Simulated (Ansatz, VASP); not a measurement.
# One calculation of SnO, two programs

```
CELL_PARAMETERS angstrom
3.86776 0.00000 0.00000
0.00000 3.86776 0.00000
0.00000 0.00000 5.06998
ATOMIC_POSITIONS crystal
Sn 0.00000 0.50000 0.22871
Sn 0.50000 0.00000 0.77129
O 0.00000 0.00000 0.00000
O 0.50000 0.50000 0.00000
```

Alike in both runs: task relaxation of cell and atoms; functional PBE; k mesh 10 × 10 × 8; no spin polarisation.

```csv
,VASP,Ansatz
version,VASP 6.6.1,Ansatz 0.2.0
potentials or method,"VASP PAW PBE potentials, release 64 (Sn_d, O), cutoff 600 eV","scalar-relativistic, plane waves, PAW"
occupations,"gaussian, width 0.01 eV",fixed
valence electrons in the cell,40,40
```

```tsv
	VASP	Ansatz	Ansatz less VASP
gap on the k mesh at the Fermi level, each at its own relaxed structure (eV)	0.44	0.50	+0.068
relaxed volume (Å³/atom)	18.82	18.98	+0.156
relaxed length of the cell vector where the two differ most in proportion (Å)	5.032	5.074	+0.0413
```
